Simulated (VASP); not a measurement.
# Al (a cell with a defect) in VASP: notebook

Runs on Al (a cell with a defect). Level: PBE. Tasks: single point.

All numbers are computed with VASP 6.6.1; they aren't measurements. Logs are shortened: lines on timing, memory, paths and dates and some standing lists are left out, and cuts for length are marked.

### 1 The cell of the first run

The cell holds a defect, 31 atoms: a = 8.100 Å, b = 8.100 Å, c = 8.100 Å, α = 90.00°, β = 90.00°, γ = 90.00°.

### 2 Single point, PBE

INCAR reads:

```
PREC = Accurate
ENCUT = 520
EDIFF = 1E-7
ISMEAR = 0
SIGMA = 0.05
LREAL = Auto
LASPH = T
NELM = 80
ALGO = Normal
ISIF = 2
LWAVE = F
LCHARG = F
GGA = PE
NBANDS = 68
```

KPOINTS reads:

```
Automatic mesh
0
Gamma
  3 3 3
```

POSCAR reads:

```
Al
1.0
    8.1000000000      0.0000000000      0.0000000000
    0.0000000000      8.1000000000      0.0000000000
    0.0000000000      0.0000000000      8.1000000000
Al
31
Direct
    0.4982818519      0.0050923457      0.0003181481
    0.7463308642      0.2523896296      0.0003281481
    0.7518254321     -0.0005938272      0.2515679012
    0.0020016049      0.0017048148      0.0003045679
    0.4403193827      0.4397060494      0.0001765432
    0.7500327160      0.7498845679      0.0003096296
    0.2500787654      0.0025654321      0.2464024691
    0.5030643210      0.2436429630      0.2641071605
    0.7459880247      0.5014080247      0.2452793827
    0.5019834568     -0.0088456790      0.5003261728
    0.7565029630      0.2505832099      0.5003297531
    0.7517771605     -0.0005691358      0.7490614815
    0.0050254321      0.4982539506      0.0002845679
    0.2525392593      0.7461204938      0.0002919753
    0.0027329630      0.2499538272      0.2462772840
    0.2439876543      0.5027971605      0.2636355556
    0.5015528395      0.7458485185      0.2451840741
    0.0009765432      0.0008603704      0.5003040741
    0.2479243210      0.2478819753      0.5002872840
    0.5025611111      0.5024718519      0.5002907407
    0.7506151852      0.7504169136      0.5003119753
    0.2500676543      0.0025497531      0.7541632099
    0.5029986420      0.2436830864      0.7365255556
    0.7459986420      0.5014098765      0.7552897531
   -0.0003691358      0.7516360494      0.2516081481
   -0.0083730864      0.5018174074      0.5002638272
    0.2507307407      0.7560924691      0.5002691358
    0.0027219753      0.2499535802      0.7543143210
    0.2438967901      0.5028504938      0.7368370370
    0.5015281481      0.7458332099      0.7554165432
   -0.0004044444      0.7516519753      0.7489651852
```

Potentials or basis: VASP PAW PBE potentials, release 64 (Al).

Started as:

```console
> cat potpaw_PBE.64/Al/POTCAR > POTCAR
> mpirun -np 1 vasp_std > vasp.out
```

OUTCAR:

```text
PREC = Accurate
   ENCUT = 520
   EDIFF = 1E-7
   ISMEAR = 0
   LREAL = Auto
   LASPH = T
   NELM = 80
   ISIF = 2
   GGA = PE

 ion  position               nearest neighbor table
   1  0.498  0.005  0.000-   7 2.83  22 2.83   2 2.84   8 2.88  23 2.88  17 2.89  30 2.89  12 2.89
                             3 2.89  14 2.89   6 2.90
   2  0.746  0.252  0.000-   9 2.83  24 2.83   1 2.84  15 2.88  28 2.88   3 2.89  12 2.89  13 2.89
                             4 2.90   5 2.91   8 2.91  23 2.91
   3  0.752  0.999  0.252-   8 2.83  25 2.84  21 2.85  18 2.85  10 2.86  11 2.86   6 2.87   4 2.87
                            15 2.87  17 2.89   2 2.89   1 2.89
   4  0.002  0.002  0.000-   7 2.83  22 2.83  15 2.83  28 2.83  25 2.87  31 2.87   3 2.87  12 2.87
                             6 2.89  14 2.90   2 2.90
   5  0.440  0.440  0.000-  23 2.71  29 2.71  16 2.71   8 2.71   2 2.91  14 2.91  24 3.21   9 3.21
                            30 3.21  17 3.21
   6  0.750  0.750  0.000-  17 2.83  30 2.83   9 2.83  24 2.83   3 2.87  12 2.87  25 2.87  31 2.87
                             4 2.89  13 2.90   1 2.90
   7  0.250  0.003  0.246-   4 2.83   1 2.83  15 2.83   8 2.83  19 2.86  27 2.87  25 2.87  14 2.88
                            18 2.88  10 2.90  17 2.91
   8  0.503  0.244  0.264-   5 2.71  10 2.80  11 2.81  19 2.82   3 2.83   7 2.83  20 2.84   9 2.87
                             1 2.88   2 2.91  16 2.97
   9  0.746  0.501  0.245-  17 2.80   6 2.83   2 2.83  20 2.86  26 2.87   8 2.87  25 2.89  21 2.89
[... 31 lines left out ...]
  25  1.000  0.752  0.252-  16 2.83   3 2.84  21 2.85  18 2.85  26 2.86  27 2.86   6 2.87   4 2.87
                             7 2.87   9 2.89  14 2.89  13 2.89
  26  0.992  0.502  0.500-  11 2.79  29 2.80  16 2.80  21 2.80  25 2.86  31 2.86   9 2.87  24 2.87
                            15 2.90  28 2.90  19 2.92  27 2.94
  27  0.251  0.756  0.500-  10 2.79  29 2.81  16 2.81  18 2.83  25 2.86  31 2.86   7 2.87  22 2.87
                            20 2.90  17 2.90  30 2.90  26 2.94
  28  0.003  0.250  0.754-   4 2.83  13 2.83  22 2.83  29 2.83  19 2.86  11 2.87  12 2.87   2 2.88
                            18 2.88  26 2.90  24 2.91
  29  0.244  0.503  0.737-   5 2.71  26 2.80  27 2.81  19 2.82  31 2.83  28 2.83  20 2.84  30 2.87
                            13 2.88  14 2.91  23 2.97
  30  0.502  0.746  0.755-  24 2.80   6 2.83  14 2.83  20 2.86  10 2.87  29 2.87  12 2.89  21 2.89
                             1 2.89  27 2.90  22 2.91   5 3.21
  31  1.000  0.752  0.749-  29 2.83  12 2.84  21 2.85  18 2.85  26 2.86  27 2.86   6 2.87   4 2.87
                            22 2.87  24 2.89  14 2.89  13 2.89

  LATTYP: Found a simple cubic cell.
 ALAT       =     8.1000000000

  Lattice vectors:

 A1 = (   8.1000000000,   0.0000000000,   0.0000000000)
 A2 = (   0.0000000000,   8.1000000000,   0.0000000000)
 A3 = (   0.0000000000,   0.0000000000,   8.1000000000)

Analysis of symmetry for initial positions (statically):
=====================================================================
 Subroutine PRICEL returns:
 Original cell was already a primitive cell.

 Routine SETGRP: Setting up the symmetry group for a
 simple cubic supercell.

 Subroutine GETGRP returns: Found  1 space group operations
 (whereof  1 operations were pure point group operations)
 out of a pool of 48 trial point group operations.

The static configuration has the point symmetry C_1 .

Analysis of symmetry for dynamics (positions and initial velocities):
=====================================================================
 Subroutine PRICEL returns:
 Original cell was already a primitive cell.

 Routine SETGRP: Setting up the symmetry group for a
 simple cubic supercell.

 Subroutine GETGRP returns: Found  1 space group operations
 (whereof  1 operations were pure point group operations)
 out of a pool of 48 trial point group operations.

The dynamic configuration has the point symmetry C_1 .

 Subroutine INISYM returns: Found  1 space group operations
 (whereof  1 operations are pure point group operations),
 and found     1 'primitive' translations

----------------------------------------------------------------------------------------

                                     Primitive cell

  volume of cell :     531.4410

  direct lattice vectors                    reciprocal lattice vectors
     8.100000000  0.000000000  0.000000000     0.123456790  0.000000000  0.000000000
     0.000000000  8.100000000  0.000000000     0.000000000  0.123456790  0.000000000
     0.000000000  0.000000000  8.100000000     0.000000000  0.000000000  0.123456790

  length of vectors
[... 82 lines left out ...]
     0.000000000  0.000000000  0.041152263     0.000000000  0.000000000  0.333333333

  Length of vectors
     0.041152263  0.041152263  0.041152263

  Shift w.r.t. Gamma in fractional coordinates (k-lattice)
     0.000000000  0.000000000  0.000000000

 Subroutine IBZKPT returns following result:
 ===========================================

 Found     14 irreducible k-points:

 Following reciprocal coordinates:
            Coordinates               Weight
  0.000000  0.000000  0.000000      1.000000
  0.333333  0.000000  0.000000      2.000000
  0.000000  0.333333  0.000000      2.000000
  0.000000  0.000000  0.333333      2.000000
  0.333333  0.333333  0.000000      2.000000
  0.000000  0.333333  0.333333      2.000000
  0.333333  0.000000  0.333333      2.000000
 -0.333333  0.333333  0.000000      2.000000
 -0.333333  0.000000  0.333333      2.000000
  0.000000 -0.333333  0.333333      2.000000
  0.333333  0.333333  0.333333      2.000000
 -0.333333  0.333333  0.333333      2.000000
 -0.333333 -0.333333  0.333333      2.000000
  0.333333 -0.333333  0.333333      2.000000
   k-points           NKPTS =     14   k-points in BZ     NKDIM =     14   number of bands    NBANDS=     68
   number of dos      NEDOS =    301   number of ions     NIONS =     31
   total plane-waves  NPLWV = 216000
   dimension x,y,z NGX =    60 NGY =   60 NGZ =   60
   dimension x,y,z NGXF=   120 NGYF=  120 NGZF=  120
   ions per type =              31
   NGX,Y,Z   is equivalent  to a cutoff of  12.31, 12.31, 12.31 a.u.
   NGXF,Y,Z  is equivalent  to a cutoff of  24.63, 24.63, 24.63 a.u.
 SYSTEM =  unknown system
   PREC   = accura    normal or accurate (medium, high low for compatibility)
   ISTART =      0    job   : 0-new  1-cont  2-samecut
   ICHARG =      2    charge: 1-file 2-atom 10-const
   ISPIN  =      1    spin polarized calculation?
   LNONCOLLINEAR =      F non collinear calculations
   LSORBIT =      F    spin-orbit coupling
   LASPH  =      T    aspherical Exc in radial PAW
   ENCUT  =  520.0 eV  38.22 Ry    6.18 a.u.  15.06 15.06 15.06*2*pi/ulx,y,z
   NELM   =     80;   NELMIN=  2; NELMDL= -5     # of ELM steps
   EDIFF  = 0.1E-06   stopping-criterion for ELM
   LREAL  =      T    real-space projection
   EDIFFG = 0.1E-05   stopping-criterion for IOM
   NSW    =      0    number of steps for IOM
   IBRION =     -1    ionic relax: 0-MD 1-quasi-New 2-CG
   NFREE  =      0    steps in history (QN), initial steepest desc. (CG)
   ISIF   =      2    stress and relaxation
   ISYM   =      2    0-nonsym 1-usesym 2-fastsym
   POTIM  = 0.5000    time-step for ionic-motion
   TEBEG  =    0.0;   TEEND  =   0.0 temperature during run
   PSTRESS=    0.0 pullay stress
   NELECT =      93.0000    total number of electrons
   NUPDOWN=      -1.0000    fix difference up-down
   EMIN   =  10.00;   EMAX   =-10.00  energy-range for DOS
   EFERMI =   0.00;   METHOD = LEGACY
   ISMEAR =     0;   SIGMA  =   0.05  broadening in eV -4-tet -1-fermi 0-gaus
   EFERMI_NEDOS =   21; number of points for ismear=-14 and -15
   IALGO  =     38    algorithm
   IMIX   =      4    mixing-type and parameters
     AMIX     =   0.40;   BMIX     =  1.00
     AMIX_MAG =   1.60;   BMIX_MAG =  1.00
  volume/ion in A,a.u.               =      17.14       115.69
  Fermi-wavevector in a.u.,A,eV,Ry     =   0.915695  1.730412 11.408446  0.838497
  Thomas-Fermi vector in A             =   2.040466
   LORBIT       =      0    0 simple, 1 ext, 2 COOP (PROOUT), +10 PAW based schemes
   GGA     = PE    functional components
   LHFCALC =     F    Hartree Fock is set to
   AEXX    =    0.0000 exact exchange contribution
   IVDW    =     0    specifies the selected vdW correction
   LEPSILON=     F    determine dielectric tensor
   LRPA    =     F    only Hartree local field effects (RPA)
 non-spin polarized calculation
 Gauss-broadening in eV      SIGMA  =   0.05
  energy-cutoff  :      520.00
  volume of cell :      531.44
 maximum number of plane-waves:     14358
   NGX = 31   NGY = 31   NGZ = 31

 number of electron      93.0000000 magnetization

 Free energy of the ion-electron system (eV)
  ---------------------------------------------------
  ext. energy  EPLUGINS =         0.00000000
  ---------------------------------------------------
  free energy    TOTEN  =      -115.62062181 eV

  energy without entropy =     -115.60812006  energy(sigma->0) =     -115.61437094

 E-fermi :   7.4565     XC(G=0): -10.0312

 val. band max:        7.4244197543   @ k =   0.3333  -0.3333   0.3333
 cond. band min:       7.4809440372   @ k =   0.3333   0.3333   0.3333
 fundamental gap:      0.0565242829
 Fermi energy:         7.4564987743

 k-point     1 :       0.0000    0.0000    0.0000
  band No.  band energies     occupation
      1      -3.3645      2.00000
      2      -1.2528      2.00000
      3      -1.2270      2.00000
      4      -1.1677      2.00000
      5      -1.1635      2.00000
      6      -1.0625      2.00000
[... 843 lines left out ...]
     57       9.2659      0.00000
     58       9.4708      0.00000
 [bands above 58 left out]

------------------------ aborting loop because EDIFF is reached ----------------------------------------

  FORCE on cell =-STRESS in cart. coord.  units (eV):
  Direction    XX          YY          ZZ          XY          YZ          ZX
  --------------------------------------------------------------------------------------
  -------------------------------------------------------------------------------------
  Total       -3.7110618     -3.7205725     -1.4755966      0.0465642      0.0076193      0.0054802
  in kB      -11.1880322    -11.2167049     -4.4485981      0.1403807      0.0229704      0.0165215
  external PRESSURE =      -8.9511118 kB  Pullay stress =       0.0000000 kB

 VOLUME and BASIS-vectors are now :
 -----------------------------------------------------------------------------
  energy-cutoff  :      520.00
  volume of cell :      531.44
      direct lattice vectors                 reciprocal lattice vectors
     8.100000000  0.000000000  0.000000000     0.123456790  0.000000000  0.000000000
     0.000000000  8.100000000  0.000000000     0.000000000  0.123456790  0.000000000
     0.000000000  0.000000000  8.100000000     0.000000000  0.000000000  0.123456790

 POSITION                                       TOTAL-FORCE (eV/Angst)
 -----------------------------------------------------------------------------------
      4.03608      0.04125      0.00258        -0.000771     -0.032446     -0.000914
      6.04528      2.04436      0.00266         0.010028     -0.034268     -0.000893
      6.08979      8.09519      2.03770        -0.012153     -0.013348      0.003878
      0.01621      0.01381      0.00247        -0.008260     -0.005715      0.000310
      3.56659      3.56162      0.00143         0.478168      0.481858      0.004089
      6.07526      6.07406      0.00251        -0.018487     -0.018523     -0.000764
[... 23 lines left out ...]
      4.06238      6.04125      6.11887        -0.018499     -0.020077     -0.000047
      8.09672      6.08838      6.06662        -0.014429     -0.009992     -0.003517
 -----------------------------------------------------------------------------------
    total drift:                                0.020568      0.020767     -0.002170

  FREE ENERGIE OF THE ION-ELECTRON SYSTEM (eV)
  ---------------------------------------------------
  free  energy   TOTEN  =      -115.6206218139 eV

  energy  without entropy=     -115.6081200646  energy(sigma->0) =     -115.61437094
```

It took 6.4 min on 1 thread of AMD EPYC 9R45 (Zen 5), shared host; peak memory 0.6 GiB.

What came out:

```
Free energy            : -115.6206 eV
Pressure               : -0.9 GPa
Largest force          : 0.679 eV/Å
Band gap on the k mesh : zero (an odd number of electrons rules out a gap without spin polarisation)
```

Forces on the atoms (eV/Å):
```
Al  -0.001 -0.032 -0.001
Al   0.010 -0.034 -0.001
Al  -0.012 -0.013  0.004
Al  -0.008 -0.006  0.000
Al   0.478  0.482  0.004
Al  -0.018 -0.019 -0.001
Al  -0.008 -0.021  0.002
Al  -0.051  0.001 -0.064
Al  -0.018 -0.019 -0.001
Al  -0.008 -0.007 -0.001
Al  -0.041 -0.007  0.000
Al  -0.009 -0.014 -0.004
Al  -0.031 -0.001  0.000
Al  -0.033  0.011  0.000
Al  -0.021 -0.008  0.003
Al  -0.003 -0.051 -0.056
Al  -0.018 -0.019 -0.001
Al  -0.006 -0.009  0.003
Al  -0.018 -0.019  0.000
Al  -0.011 -0.011 -0.001
Al  -0.009 -0.012  0.002
Al  -0.007 -0.021 -0.002
Al  -0.049 -0.001  0.060
Al  -0.020 -0.019  0.000
Al  -0.014 -0.012  0.005
Al  -0.011 -0.008 -0.002
Al  -0.006 -0.041  0.000
Al  -0.022 -0.008 -0.004
Al  -0.002 -0.051  0.058
Al  -0.018 -0.020  0.000
Al  -0.014 -0.010 -0.004
```

(Part 1 of 2 ends here.)

The gap in the log of VASP goes by the Fermi energy; the results here count the filled bands.